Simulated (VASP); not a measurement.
# CdF2 (Fm-3m) in VASP: further runs

The runs below take CdF2 through single point, with BLYP, RPBE, revPBE.

Program: VASP 6.6.1. These are calculated values, not measurements. Logs are shortened: lines on timing, memory, paths and dates and some standing lists are left out, and cuts for length are marked.

## Step 1: The cell of the first run

Symmetry: Fm-3m, No. 225, cubic system. Conventional cell: a = 5.388 Å, b = 5.388 Å, c = 5.388 Å, α = 90.00°, β = 90.00°, γ = 90.00°. Within 3.1 Å of Cd (site symmetry m-3m) lie 8 F at 2.33 Å. F (site symmetry -43m) has 4 Cd at 2.33 Å and 6 F at 2.69 Å within 3.1 Å.

## Step 2: Single point, BLYP

Contents of INCAR:

```
SYSTEM = CdF2
AGGAC = 1.0 ; AGGAX = 1.0
ALDAC = 0.0 ; ALDAX = 1.0
ALGO = Normal ; EDIFF = 1E-6
ENCUT = 600 ; GGA = B5
GGA_COMPAT = .FALSE. ; ISIF = 2
ISMEAR = 0 ; ISYM = 0
LASPH = .TRUE. ; LCHARG = .FALSE.
LREAL = .FALSE. ; LWAVE = .FALSE.
NBANDS = 20 ; NELM = 120
PREC = Accurate ; SIGMA = 0.1
```

Contents of KPOINTS:

```
Automatic mesh
0
Gamma
  6 2 2
  0.8 0.12 0.38
```

Contents of POSCAR:

```
CdF2
1.0
    0.0000000000      2.6940000000      2.6940000000
    2.6940000000      0.0000000000      2.6940000000
    2.6940000000      2.6940000000      0.0000000000
Cd F
1 2
Direct
    0.0000000000      0.0000000000      0.0000000000
    0.2500000000      0.2500000000      0.2500000000
    0.7500000000      0.7500000000      0.7500000000
```

Potentials or basis: VASP PAW PBE potentials, release 64 (Cd, F).

Started as:

```sh
> cat potpaw_PBE.64/Cd/POTCAR potpaw_PBE.64/F/POTCAR > POTCAR
> mpirun -np 1 vasp_std > vasp.out
```

OUTCAR:

```text
SYSTEM = CdF2
   EDIFF = 1E-6
   ENCUT = 600
   GGA = B5
   ISIF = 2
   ISMEAR = 0
   ISYM = 0
   LASPH = .TRUE.
   LREAL = .FALSE.
   NELM = 120
   PREC = Accurate

 ion  position               nearest neighbor table
   1  0.000  0.000  0.000-   3 2.33   3 2.33   3 2.33   2 2.33   3 2.33   2 2.33   2 2.33   2 2.33

   2  0.250  0.250  0.250-   1 2.33   1 2.33   1 2.33   1 2.33
   3  0.750  0.750  0.750-   1 2.33   1 2.33   1 2.33   1 2.33

IMPORTANT INFORMATION: All symmetrisations will be switched off!
NOSYMM: (Re-)initialisation of all symmetry stuff for point group C_1.

----------------------------------------------------------------------------------------

                                     Primitive cell

  volume of cell :      39.1041

  direct lattice vectors                    reciprocal lattice vectors
     0.000000000  2.694000000  2.694000000    -0.185597624  0.185597624  0.185597624
     2.694000000  0.000000000  2.694000000     0.185597624 -0.185597624  0.185597624
     2.694000000  2.694000000  0.000000000     0.185597624  0.185597624 -0.185597624

  length of vectors
     3.809891337  3.809891337  3.809891337     0.321464515  0.321464515  0.321464515

  position of ions in fractional coordinates (direct lattice)
     0.000000000  0.000000000  0.000000000
     0.250000000  0.250000000  0.250000000
     0.750000000  0.750000000  0.750000000

  ion indices of the primitive-cell ions
   primitive index   ion index
                 1           1
                 2           2
                 3           3

----------------------------------------------------------------------------------------

 KPOINTS: Automatic mesh

Automatic generation of k-mesh.
 Grid dimensions read from file:
 generate k-points for:    6    2    2

 Generating k-lattice:

  Cartesian coordinates                     Fractional coordinates (reciprocal lattice)
    -0.030932937  0.030932937  0.030932937     0.166666667  0.000000000  0.000000000
     0.092798812 -0.092798812  0.092798812     0.000000000  0.500000000  0.000000000
     0.092798812  0.092798812 -0.092798812     0.000000000  0.000000000  0.500000000

  Length of vectors
     0.053577419  0.160732258  0.160732258

  Shift w.r.t. Gamma in fractional coordinates (k-lattice)
     0.800000000  0.120000000  0.380000000

 -----------------------------------------------------------------------------
|                                                                             |
|           W    W    AA    RRRRR   N    N  II  N    N   GGGG   !!!           |
|           W    W   A  A   R    R  NN   N  II  NN   N  G    G  !!!           |
|           W    W  A    A  R    R  N N  N  II  N N  N  G       !!!           |
|           W WW W  AAAAAA  RRRRR   N  N N  II  N  N N  G  GGG   !            |
|           WW  WW  A    A  R   R   N   NN  II  N   NN  G    G                |
|           W    W  A    A  R    R  N    N  II  N    N   GGGG   !!!           |
|                                                                             |
|     Your reciprocal lattice and k-lattice belong to different lattice       |
|     classes:                                                                |
|                                                                             |
|        The reciprocal lattice is body-centered cubic,                       |
|        whereas your k-lattice is hexagonal.                                 |
|                                                                             |
|     Results are often still useful ...                                      |
|                                                                             |
 -----------------------------------------------------------------------------

 WARNING: IBZKPT: internal override: KBLOWUP is changed to .FALSE.
      ... skipping the blow-up phase ...

 Subroutine IBZKPT returns following result:
 ===========================================

 Found     24 irreducible k-points:

 Following reciprocal coordinates:
            Coordinates               Weight
 -0.033333  0.060000  0.190000      1.000000
  0.133333  0.060000  0.190000      1.000000
  0.300000  0.060000  0.190000      1.000000
  0.466667  0.060000  0.190000      1.000000
 -0.366667  0.060000  0.190000      1.000000
 -0.200000  0.060000  0.190000      1.000000
[... 16 lines left out ...]
 -0.366667 -0.440000 -0.310000      1.000000
 -0.200000 -0.440000 -0.310000      1.000000
   k-points           NKPTS =     24   k-points in BZ     NKDIM =     24   number of bands    NBANDS=     20
   number of dos      NEDOS =    301   number of ions     NIONS =      3
   total plane-waves  NPLWV =  27000
   dimension x,y,z NGX =    30 NGY =   30 NGZ =   30
   dimension x,y,z NGXF=    60 NGYF=   60 NGZF=   60
   ions per type =               1   2
   NGX,Y,Z   is equivalent  to a cutoff of  13.09, 13.09, 13.09 a.u.
   NGXF,Y,Z  is equivalent  to a cutoff of  26.18, 26.18, 26.18 a.u.
 SYSTEM =  CdF2
   PREC   = accura    normal or accurate (medium, high low for compatibility)
   ISTART =      0    job   : 0-new  1-cont  2-samecut
   ICHARG =      2    charge: 1-file 2-atom 10-const
   ISPIN  =      1    spin polarized calculation?
   LNONCOLLINEAR =      F non collinear calculations
   LSORBIT =      F    spin-orbit coupling
   LASPH  =      T    aspherical Exc in radial PAW
   ENCUT  =  600.0 eV  44.10 Ry    6.64 a.u.   7.61  7.61  7.61*2*pi/ulx,y,z
   NELM   =    120;   NELMIN=  2; NELMDL= -5     # of ELM steps
   EDIFF  = 0.1E-05   stopping-criterion for ELM
   LREAL  =      F    real-space projection
   EDIFFG = 0.1E-04   stopping-criterion for IOM
   NSW    =      0    number of steps for IOM
   IBRION =     -1    ionic relax: 0-MD 1-quasi-New 2-CG
   NFREE  =      0    steps in history (QN), initial steepest desc. (CG)
   ISIF   =      2    stress and relaxation
   ISYM   =      0    0-nonsym 1-usesym 2-fastsym
   POTIM  = 0.5000    time-step for ionic-motion
   TEBEG  =    0.0;   TEEND  =   0.0 temperature during run
   PSTRESS=    0.0 pullay stress
   NELECT =      26.0000    total number of electrons
   NUPDOWN=      -1.0000    fix difference up-down
   EMIN   =  10.00;   EMAX   =-10.00  energy-range for DOS
   EFERMI =   0.00;   METHOD = LEGACY
   ISMEAR =     0;   SIGMA  =   0.10  broadening in eV -4-tet -1-fermi 0-gaus
   EFERMI_NEDOS =   21; number of points for ismear=-14 and -15
   IALGO  =     38    algorithm
   IMIX   =      4    mixing-type and parameters
     AMIX     =   0.40;   BMIX     =  1.00
     AMIX_MAG =   1.60;   BMIX_MAG =  1.00
  volume/ion in A,a.u.               =      13.03        87.96
  Fermi-wavevector in a.u.,A,eV,Ry     =   1.428867  2.700166 27.778468  2.041660
  Thomas-Fermi vector in A             =   2.548882
   LORBIT       =      0    0 simple, 1 ext, 2 COOP (PROOUT), +10 PAW based schemes
   GGA     = B5    functional components
   LHFCALC =     F    Hartree Fock is set to
   AEXX    =    0.0000 exact exchange contribution
   IVDW    =     0    specifies the selected vdW correction
   LEPSILON=     F    determine dielectric tensor
   LRPA    =     F    only Hartree local field effects (RPA)
 non-spin polarized calculation
 Gauss-broadening in eV      SIGMA  =   0.10
  energy-cutoff  :      600.00
  volume of cell :       39.10
 maximum number of plane-waves:      1316
   NGX = 15   NGY = 15   NGZ = 15

 number of electron      25.9999977 magnetization

 Free energy of the ion-electron system (eV)
  ---------------------------------------------------
  ext. energy  EPLUGINS =         0.00000000
  ---------------------------------------------------
  free energy    TOTEN  =       -10.27446433 eV

  energy without entropy =      -10.27446433  energy(sigma->0) =      -10.27446433

 E-fermi :  -0.5831     XC(G=0): -10.1054

 val. band max:       -1.1486617098   @ k =   0.1333  -0.4400  -0.3100
 cond. band min:       2.9781554696   @ k =   0.1333   0.0600   0.1900
 fundamental gap:      4.1268171795
 Fermi energy:        -0.5831154976

 k-point     1 :      -0.0333    0.0600    0.1900
  band No.  band energies     occupation
      1     -21.6523      2.00000
      2     -20.7658      2.00000
      3      -6.5276      2.00000
      4      -6.5258      2.00000
      5      -6.2814      2.00000
      6      -5.5439      2.00000
[... 12 lines left out ...]
     19      18.5535      0.00000
     20      19.0924      0.00000

 k-point     2 :       0.1333    0.0600    0.1900
  band No.  band energies     occupation
      1     -21.6850      2.00000
      2     -20.7368      2.00000
      3      -6.5610      2.00000
      4      -6.5594      2.00000
      5      -6.3906      2.00000
      6      -5.5405      2.00000
[... 12 lines left out ...]
     19      18.6974      0.00000
     20      19.0401      0.00000

 k-point     3 :       0.3000    0.0600    0.1900
  band No.  band energies     occupation
      1     -21.5656      2.00000
      2     -20.8385      2.00000
      3      -6.4076      2.00000
      4      -6.3966      2.00000
      5      -6.0090      2.00000
      6      -5.6802      2.00000
[... 12 lines left out ...]
     19      18.8832      0.00000
     20      20.5900      0.00000

 k-point     4 :       0.4667    0.0600    0.1900
  band No.  band energies     occupation
      1     -21.3532      2.00000
      2     -21.0251      2.00000
      3      -6.2706      2.00000
      4      -6.2233      2.00000
      5      -5.6327      2.00000
      6      -5.4344      2.00000
[... 429 lines left out ...]
 k-point    23 :      -0.3667   -0.4400   -0.3100
  band No.  band energies     occupation
      1     -21.3862      2.00000
      2     -21.0014      2.00000
      3      -6.3325      2.00000
      4      -6.2981      2.00000
      5      -5.5439      2.00000
      6      -5.4911      2.00000
[... 12 lines left out ...]
     19      17.5160      0.00000
     20      19.7143      0.00000

 k-point    24 :      -0.2000   -0.4400   -0.3100
  band No.  band energies     occupation
      1     -21.4180      2.00000
      2     -20.9651      2.00000
      3      -6.2927      2.00000
      4      -6.2178      2.00000
      5      -5.7072      2.00000
      6      -5.6004      2.00000
[... 12 lines left out ...]
     19      18.0188      0.00000
     20      20.9655      0.00000

------------------------ aborting loop because EDIFF is reached ----------------------------------------

  FORCE on cell =-STRESS in cart. coord.  units (eV):
  Direction    XX          YY          ZZ          XY          YZ          ZX
  --------------------------------------------------------------------------------------
  -------------------------------------------------------------------------------------
  Total        2.2727303      2.2742638      2.2716834     -0.0641492      0.0059310      0.0634973
  in kB       93.1184442     93.1812746     93.0755493     -2.6283249      0.2430042      2.6016163
  external PRESSURE =      93.1250894 kB  Pullay stress =       0.0000000 kB

 VOLUME and BASIS-vectors are now :
 -----------------------------------------------------------------------------
  energy-cutoff  :      600.00
  volume of cell :       39.10
      direct lattice vectors                 reciprocal lattice vectors
     0.000000000  2.694000000  2.694000000    -0.185597624  0.185597624  0.185597624
     2.694000000  0.000000000  2.694000000     0.185597624 -0.185597624  0.185597624
     2.694000000  2.694000000  0.000000000     0.185597624  0.185597624 -0.185597624

 POSITION                                       TOTAL-FORCE (eV/Angst)
 -----------------------------------------------------------------------------------
      0.00000      0.00000      0.00000         0.000000      0.000001      0.000000
      1.34700      1.34700      1.34700         0.001280      0.015591     -0.015548
      4.04100      4.04100      4.04100        -0.001280     -0.015592      0.015548
 -----------------------------------------------------------------------------------
    total drift:                                0.000000      0.000000      0.000000

  FREE ENERGIE OF THE ION-ELECTRON SYSTEM (eV)
  ---------------------------------------------------
  free  energy   TOTEN  =       -10.2744643266 eV

  energy  without entropy=      -10.2744643266  energy(sigma->0) =      -10.27446433
```

It took 34 s on 1 thread of AMD EPYC 7R43 (Zen 3), shared host; peak memory 0.14 GiB.

Results:

* Free energy: -10.2745 eV
* Pressure: 9.3 GPa
* Band gap on the k mesh: 4.13 eV (least direct gap 4.51 eV)

Caveat: the k points lie up to 0.95 Å⁻¹ apart, too coarse for converged energies, forces and pressures; the PAW data sets were made with another functional, which shifts forces and pressure a little; a shifted mesh leaves out Γ, where band edges can lie. As with any semilocal functional, this BLYP gap is likely too small.

## Step 3: Single point, RPBE

Contents of INCAR:

```
SYSTEM = CdF2
  PREC = Accurate
  ENCUT = 600
  EDIFF = 1E-6
  ISMEAR = -4
  SIGMA = 0.1
  LREAL = .FALSE.
  LASPH = .TRUE.
  NELM = 120
  ALGO = Normal
  ISIF = 2
  LWAVE = .FALSE.
  LCHARG = .FALSE.
  GGA = RP
  NBANDS = 20
  GGA_COMPAT = .FALSE.
```

Contents of KPOINTS:

```
Automatic mesh
0
G
  6 6 6
  0 0 0
```

POSCAR is that of step 2.

Potentials or basis: VASP PAW PBE potentials, release 64 (Cd, F).

Started as:

```sh
> cat potpaw_PBE.64/Cd/POTCAR potpaw_PBE.64/F/POTCAR > POTCAR
> mpirun -np 1 vasp_std > vasp.out
```

Wall time 16 s (1 thread of AMD EPYC 7R43 (Zen 3), shared host); peak memory 0.13 GiB.

The run converged. Its results:

* Free energy: -9.8996 eV
* Pressure: 10.8 GPa
* Band gap on the k mesh: 3.29 eV (least direct gap 3.78 eV)

Levels at points of the mesh, in eV from the valence-band top:
| k point | band 11 | band 12 | band 13 | band 14 | band 15 | band 16 |
| --- | --- | --- | --- | --- | --- | --- |
| (0.00, 0.00, 0.00) | -0.49 | -0.49 | -0.49 | 3.29 | 12.95 | 12.95 |
| (0.50, 0.00, 0.00) | -1.79 | -0.38 | -0.38 | 7.32 | 9.47 | 14.71 |
| (0.50, 0.50, 0.00) | -0.47 | -0.07 | -0.07 | 8.15 | 9.88 | 12.34 |

Caveat: the cell stands under pressure; the PAW data sets were made with another functional, which shifts forces and pressure a little. A k mesh can miss the band edges.

## Step 4: Single point, revPBE

Contents of INCAR:

```
PREC = Accurate
ENCUT = 600
EDIFF = 1E-6
ISMEAR = -5
SIGMA = 0.1
LREAL = False
LASPH = True
NELM = 120
ALGO = Normal
ISIF = 2
LWAVE = False
LCHARG = False
GGA = RE
NBANDS = 20
GGA_COMPAT = False
```

Contents of KPOINTS:

```
regular mesh
0
Gamma
  6 6 6
```

POSCAR is that of step 3.

Started as:

```sh
> cat potpaw_PBE.64/Cd/POTCAR potpaw_PBE.64/F/POTCAR > POTCAR
> mpirun -np 1 vasp_std > vasp.out
```

It took 18 s on 1 thread of AMD EPYC 7R43 (Zen 3), shared host; peak memory 0.13 GiB.

It converged, with:

```yaml
Free_energy: -9.9629 eV
Pressure: 9.6 GPa
Band_gap_on_the_k_mesh: 3.25 eV (least direct gap 3.73 eV)
```

Levels at points of the mesh, in eV from the valence-band top:
```
           k point  band 9  band 10  band 11  band 12  band 13  band 14  band 15  band 16  band 17  band 18
(0.00, 0.00, 0.00)   -0.94    -0.94    -0.49    -0.49    -0.49     3.25    12.90    12.90    12.90    18.03
(0.50, 0.00, 0.00)   -2.21    -1.80    -1.80    -0.38    -0.38     7.29     9.42    14.66    14.66    18.42
(0.50, 0.50, 0.00)   -2.90    -2.90    -0.47    -0.07    -0.07     8.12     9.83    12.28    14.47    14.47
```

Caveat: the cell stands under pressure; the PAW data sets were made with another functional, which shifts forces and pressure a little.

## Step 5: Single point, revPBE

Contents of INCAR:

```
  PREC = Accurate
  ENCUT = 600
  EDIFF = 1E-6
  ISMEAR = 0
  SIGMA = 0.28
  LREAL = F
  LASPH = T
  NELM = 120
  ALGO = Normal
  ISIF = 2
  LWAVE = F
  LCHARG = F
  GGA = RE
  NBANDS = 20
  GGA_COMPAT = F
```

Contents of KPOINTS:

```
Automatic mesh
0
Gamma
  6 6 6
```

POSCAR is that of step 4.

Started as:

```sh
> cat potpaw_PBE.64/Cd/POTCAR potpaw_PBE.64/F/POTCAR > POTCAR
> mpirun -np 1 vasp_std > vasp.out
```

Wall time 18 s (1 thread of AMD EPYC 7R43 (Zen 3), shared host); peak memory 0.13 GiB.

The run converged. Its results:

```yaml
Free_energy: -9.9629 eV
Pressure: 9.6 GPa
Band_gap_on_the_k_mesh: 3.25 eV (least direct gap 3.73 eV)
```

Levels at points of the mesh, in eV from the valence-band top:
```
           k point  band 9  band 10  band 11  band 12  band 13  band 14  band 15  band 16  band 17  band 18
(0.00, 0.00, 0.00)   -0.94    -0.94    -0.49    -0.49    -0.49     3.25    12.90    12.90    12.90    18.03
(0.50, 0.00, 0.00)   -2.21    -1.80    -1.80    -0.38    -0.38     7.29     9.42    14.66    14.66    18.42
(0.50, 0.50, 0.00)   -2.90    -2.90    -0.47    -0.07    -0.07     8.12     9.83    12.28    14.47    14.47
```

Caveat: the cell stands under pressure; so wide a smearing shifts energies and pressures; the PAW data sets were made with another functional, which shifts forces and pressure a little. A k mesh can miss the band edges.

## Step 6: The runs side by side

```tsv
level	k mesh	smearing	gap on the mesh (eV)	pressure (GPa)
BLYP	6 × 2 × 2, shifted	gaussian 0.1 eV	4.13	9.3
RPBE	6 × 6 × 6	tetrahedron	3.29	10.8
revPBE	6 × 6 × 6	tetrahedron	3.25	9.6
revPBE	6 × 6 × 6	gaussian 0.28 eV	3.25	9.6
```

Alike in all rows: task single point; potentials or basis VASP PAW PBE potentials, release 64 (Cd, F); no spin polarisation; cell as given; cutoff (eV) 600.

Caveats: some runs use coarse meshes; the PAW data sets were made with another functional, which shifts forces and pressure a little; the cell stands under pressure (at least some runs); a shifted mesh leaves out Γ, where band edges can lie (at least some runs); so wide a smearing shifts energies and pressures (at least some runs).

Absolute energies hang on the potentials; compare differences alone.
